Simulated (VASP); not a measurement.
# ZnH (Pm-3m) in VASP: further runs

Runs on ZnH. Level: HSE06. Tasks: single point.

Program: VASP 6.6.1. These are calculated values, not measurements. Logs are shortened: lines on timing, memory, paths and dates and some standing lists are left out, and cuts for length are marked.

## (1) The cell of the first run

Symmetry: Pm-3m, No. 221, cubic system. Conventional cell: a = 2.948 Å, b = 2.948 Å, c = 2.948 Å, α = 90.00°, β = 90.00°, γ = 90.00°. Zn (site symmetry m-3m) has 8 H at 2.55 Å and 6 Zn at 2.95 Å within 3.4 Å. H (site symmetry m-3m) has 8 Zn at 2.55 Å and 6 H at 2.95 Å within 3.4 Å.

## (2) Single point, HSE06

POSCAR reads:

```
ZnH
1.0
    2.9480170800      0.0000000000      0.0000000000
    0.0000000000      2.9480170800      0.0000000000
    0.0000000000      0.0000000000      2.9480170800
Zn H
1 1
Direct
    0.5000000000      0.5000000000      0.5000000000
    0.0000000000      0.0000000000      0.0000000000
```

INCAR.step1 reads:

```
PREC = Accurate
ENCUT = 520
EDIFF = 1E-5
ISMEAR = -1
SIGMA = 0.1
LREAL = False
LASPH = True
NELM = 100
ALGO = Normal
ISIF = 2
LWAVE = True
LCHARG = False
NBANDS = 14
GGA = PE
```

INCAR.step2 reads:

```
PREC = Accurate
ENCUT = 520
EDIFF = 1E-6
ISMEAR = -1
SIGMA = 0.1
LREAL = False
LASPH = True
NELM = 100
ALGO = Normal
ISIF = 2
LWAVE = False
LCHARG = False
GGA = PE
LHFCALC = True
HFSCREEN = 0.2079
PRECFOCK = Normal
NBANDS = 14
ISTART = 1
```

KPOINTS reads:

```
regular mesh
0
Gamma
  5 5 5
```

Potentials or basis: VASP PAW PBE potentials, release 64 (Zn, H).

On the command line:

```
$ cat potpaw_PBE.64/Zn/POTCAR potpaw_PBE.64/H/POTCAR > POTCAR
$ cp INCAR.step1 INCAR
$ mpirun -np 1 vasp_std > vasp.out
$ cp INCAR.step2 INCAR
$ mpirun -np 1 vasp_std > vasp.out
```

OUTCAR:

```text
PREC = Accurate
   ENCUT = 520
   EDIFF = 1E-6
   ISMEAR = -1
   LREAL = False
   LASPH = True
   NELM = 100
   ISIF = 2
   GGA = PE
   LHFCALC = True
   HFSCREEN = 0.2079
   PRECFOCK = Normal
   ISTART = 1

 ion  position               nearest neighbor table
   1  0.500  0.500  0.500-
   2  0.000  0.000  0.000-

  LATTYP: Found a simple cubic cell.
 ALAT       =     2.9480170800

  Lattice vectors:

 A1 = (   2.9480170800,   0.0000000000,   0.0000000000)
 A2 = (   0.0000000000,   2.9480170800,   0.0000000000)
 A3 = (   0.0000000000,   0.0000000000,   2.9480170800)

Analysis of symmetry for initial positions (statically):
=====================================================================
 Subroutine PRICEL returns:
 Original cell was already a primitive cell.

 Routine SETGRP: Setting up the symmetry group for a
 simple cubic supercell.

 Subroutine GETGRP returns: Found 48 space group operations
 (whereof 48 operations were pure point group operations)
 out of a pool of 48 trial point group operations.

The static configuration has the point symmetry O_h .

Analysis of symmetry for dynamics (positions and initial velocities):
=====================================================================
 Subroutine PRICEL returns:
 Original cell was already a primitive cell.

 Routine SETGRP: Setting up the symmetry group for a
 simple cubic supercell.

 Subroutine GETGRP returns: Found 48 space group operations
 (whereof 48 operations were pure point group operations)
 out of a pool of 48 trial point group operations.

The dynamic configuration has the point symmetry O_h .

 Subroutine INISYM returns: Found 48 space group operations
 (whereof 48 operations are pure point group operations),
 and found     1 'primitive' translations

----------------------------------------------------------------------------------------

                                     Primitive cell

  volume of cell :      25.6206

  direct lattice vectors                    reciprocal lattice vectors
     2.948017080  0.000000000  0.000000000     0.339211060  0.000000000  0.000000000
     0.000000000  2.948017080  0.000000000     0.000000000  0.339211060  0.000000000
     0.000000000  0.000000000  2.948017080     0.000000000  0.000000000  0.339211060

  length of vectors
     2.948017080  2.948017080  2.948017080     0.339211060  0.339211060  0.339211060

  position of ions in fractional coordinates (direct lattice)
[... 81 lines left out ...]
   IALGO  =     38    algorithm
   IMIX   =      1    mixing-type and parameters
     AMIX     =   0.40;   BMIX     =  1.00
     AMIX_MAG =   1.60;   BMIX_MAG =  1.00
  volume/ion in A,a.u.               =      12.81        86.45
  Fermi-wavevector in a.u.,A,eV,Ry     =   1.305748  2.467505 23.197623  1.704977
  Thomas-Fermi vector in A             =   2.436596
   LORBIT       =      0    0 simple, 1 ext, 2 COOP (PROOUT), +10 PAW based schemes
   GGA     = PE    functional components
   LHFCALC =     T    Hartree Fock is set to
   PRECFOCK=normal    Normal, Fast or Accurate (Low or Medium for compatibility)
   ENCUT4O =  -1.0   cutoff for four orbital integrals eV
   NKREDX  =     1    reduce k-point grid by
   NKREDY  =     1    reduce k-point grid by
   NKREDZ  =     1    reduce k-point grid by
   AEXX    =    0.2500 exact exchange contribution
   HFSCREEN=    0.2079 screening length (either q_TF or 0.3 A-1)
   HFSCREENC=   0.2079 screening length for correlation (either q_TF or 0.3 A-1)
   ENCUTFOCK=  -1.0 apply spherical cutoff to Coloumb kernel
   IVDW    =     0    specifies the selected vdW correction
   LEPSILON=     F    determine dielectric tensor
   LRPA    =     F    only Hartree local field effects (RPA)
 non-spin polarized calculation
  energy-cutoff  :      520.00
  volume of cell :       25.62
 maximum number of plane-waves:       739
 NGX is ok and might be reduce to    24
  NGX = 18; NGY = 18; NGZ = 18

 number of electron      12.9999993 magnetization

 Free energy of the ion-electron system (eV)
  ---------------------------------------------------
  ext. energy  EPLUGINS =         0.00000000
  ---------------------------------------------------
  free energy    TOTEN  =        -3.57725595 eV

  energy without entropy =       -3.56301102  energy(sigma->0) =       -3.57013349

 E-fermi :   0.7668     XC(G=0):  -8.1686

 val. band max:        0.6882852599   @ k =   0.4000   0.4000   0.0000
 cond. band min:       1.2184116587   @ k =   0.4000   0.4000   0.2000
 fundamental gap:      0.5301263988
 Fermi energy:         0.7667977303

 k-point     1 :       0.0000    0.0000    0.0000
  band No.  band energies     occupation
      1      -9.2236      2.00000
      2      -8.7066      2.00000
      3      -8.7066      2.00000
      4      -8.1271      2.00000
      5      -8.1271      2.00000
      6      -8.1271      2.00000
      7       6.0213      0.00000
      8      10.3818      0.00000
      9      10.3818      0.00000
     10      10.3818      0.00000
     11      13.3961      0.00000
     12      13.3961      0.00000
     13      27.6621      0.00000
     14      27.6621      0.00000
[... 139 lines left out ...]
      1      -8.5799      2.00000
      2      -8.5219      2.00000
      3      -8.5219      2.00000
      4      -8.0226      2.00000
      5      -8.0226      2.00000
      6      -0.7147      2.00000
      7       2.5572      0.00000
      8       5.2236      0.00000
      9       5.2236      0.00000
     10       8.4017      0.00000
     11      10.2323      0.00000
     12      10.2323      0.00000
     13      12.9477      0.00000
     14      29.8070      0.00000

------------------------ aborting loop because EDIFF is reached ----------------------------------------

  FORCE on cell =-STRESS in cart. coord.  units (eV):
  Direction    XX          YY          ZZ          XY          YZ          ZX
  --------------------------------------------------------------------------------------
  -------------------------------------------------------------------------------------
  Total       -1.6262615     -1.6262615     -1.6262615      0.0000000      0.0000000     -0.0000000
  in kB     -101.6976665   -101.6976665   -101.6976665      0.0000000      0.0000000     -0.0000000
  external PRESSURE =    -101.6976665 kB  Pullay stress =       0.0000000 kB

 VOLUME and BASIS-vectors are now :
 -----------------------------------------------------------------------------
  energy-cutoff  :      520.00
  volume of cell :       25.62
      direct lattice vectors                 reciprocal lattice vectors
     2.948017080  0.000000000  0.000000000     0.339211060  0.000000000  0.000000000
     0.000000000  2.948017080  0.000000000     0.000000000  0.339211060  0.000000000
     0.000000000  0.000000000  2.948017080     0.000000000  0.000000000  0.339211060

 POSITION                                       TOTAL-FORCE (eV/Angst)
 -----------------------------------------------------------------------------------
      1.47401      1.47401      1.47401         0.000000      0.000000      0.000000
      0.00000      0.00000      0.00000         0.000000      0.000000      0.000000
 -----------------------------------------------------------------------------------
    total drift:                                0.000000     -0.000000      0.000000

  FREE ENERGIE OF THE ION-ELECTRON SYSTEM (eV)
  ---------------------------------------------------
  free  energy   TOTEN  =        -3.5772559548 eV

  energy  without entropy=       -3.5630110158  energy(sigma->0) =       -3.57013349
```

OUTCAR.step1:

```text
PREC = Accurate
   ENCUT = 520
   EDIFF = 1E-5
   ISMEAR = -1
   LREAL = False
[... 375 lines left out ...]
      1.47401      1.47401      1.47401         0.000000      0.000000      0.000000
      0.00000      0.00000      0.00000         0.000000      0.000000      0.000000
 -----------------------------------------------------------------------------------
    total drift:                                0.000000     -0.000000     -0.000000

  FREE ENERGIE OF THE ION-ELECTRON SYSTEM (eV)
  ---------------------------------------------------
  free  energy   TOTEN  =        -3.0137081646 eV

  energy  without entropy=       -2.9961951463  energy(sigma->0) =       -3.00495166
```

OSZICAR.step1:

```text
N       E                     dE             d eps       ncg     rms          rms(c)
DAV:   1     0.464348720916E+02    0.46435E+02   -0.56582E+03   280   0.105E+03
DAV:   2    -0.119745590785E+01   -0.47632E+02   -0.43831E+02   304   0.208E+02
DAV:   3    -0.327504741441E+01   -0.20776E+01   -0.20731E+01   328   0.413E+01
DAV:   4    -0.328299945828E+01   -0.79520E-02   -0.79518E-02   370   0.258E+00
DAV:   5    -0.328300778444E+01   -0.83262E-05   -0.83261E-05   316   0.848E-02    0.257E+00
DAV:   6    -0.304089337844E+01    0.24211E+00   -0.60331E-01   340   0.126E+01    0.182E+00
DAV:   7    -0.301435986191E+01    0.26534E-01   -0.81591E-02   304   0.231E+00    0.636E-01
DAV:   8    -0.301366924915E+01    0.69061E-03   -0.82998E-03   346   0.578E-01    0.293E-01
DAV:   9    -0.301371390032E+01   -0.44651E-04   -0.71283E-04   310   0.215E-01    0.335E-02
DAV:  10    -0.301370816464E+01    0.57357E-05   -0.38820E-05   346   0.286E-02
   1 F= -.30137082E+01 E0= -.30049517E+01  d E =-.175130E-01
```

It took 6.6 min on 1 thread of AMD EPYC 7R43 (Zen 3), shared host; peak memory 0.2 GiB.

What came out:

```
Free energy            : -3.5773 eV
Pressure               : -10.2 GPa
Band gap on the k mesh : zero (an odd number of electrons rules out a gap without spin polarisation)
```

Levels at points of the mesh, in eV from the Fermi level:
```tsv
k point	band 4	band 5	band 6	band 7	band 8	band 9
(0.00, 0.00, 0.00)	-8.89	-8.89	-8.89	5.25	9.62	9.62
```

Caveat: the k points lie up to 0.43 Å⁻¹ apart, too coarse for converged energies and pressures of a metal; the PAW data sets were made with another functional, which shifts forces and pressure a little.

## (3) Single point, HSE06

POSCAR is that of step 2.

INCAR.step1 reads:

```
SYSTEM = ZnH
PREC = Accurate
ENCUT = 520
EDIFF = 1E-5
ISMEAR = -1
SIGMA = 0.1
LREAL = .FALSE.
LASPH = .TRUE.
NELM = 100
ALGO = Normal
ISIF = 2
LWAVE = .TRUE.
LCHARG = .FALSE.
GGA = PE
NBANDS = 14
```

INCAR.step2 reads:

```
SYSTEM = ZnH
PREC = Accurate
ENCUT = 520
EDIFF = 1E-6
ISMEAR = -1
SIGMA = 0.1
LREAL = .FALSE.
LASPH = .TRUE.
NELM = 100
ALGO = Normal
ISIF = 2
LWAVE = .FALSE.
LCHARG = .FALSE.
GGA = PE
LHFCALC = .TRUE.
HFSCREEN = 0.2079
PRECFOCK = Normal
ISTART = 1
NBANDS = 14
```

KPOINTS reads:

```
Automatic mesh
0
G
  5 5 5
  0 0 0
```

Potentials or basis: VASP PAW PBE potentials, release 64 (Zn, H).

On the command line:

```
$ cat potpaw_PBE.64/Zn/POTCAR potpaw_PBE.64/H/POTCAR > POTCAR
$ cp INCAR.step1 INCAR
$ mpirun -np 1 vasp_std > vasp.out
$ cp INCAR.step2 INCAR
$ mpirun -np 1 vasp_std > vasp.out
```

Run time: 5.9 min. Hardware: 1 thread of AMD EPYC 7R43 (Zen 3), shared host; peak memory 0.2 GiB.

Results (log left out):

| Item | Value |
| --- | --- |
| Free energy | -3.5773 eV |
| Pressure | -10.2 GPa |
| Band gap on the k mesh | zero (an odd number of electrons rules out a gap without spin polarisation) |

Levels at points of the mesh, in eV from the Fermi level:
```tsv
k point	band 2	band 3	band 4	band 5	band 6	band 7	band 8	band 9	band 10	band 11
(0.00, 0.00, 0.00)	-9.47	-9.47	-8.89	-8.89	-8.89	5.25	9.62	9.62	9.62	12.63
```

Caveat: the k points lie up to 0.43 Å⁻¹ apart, too coarse for converged energies and pressures of a metal; the PAW data sets were made with another functional, which shifts forces and pressure a little.
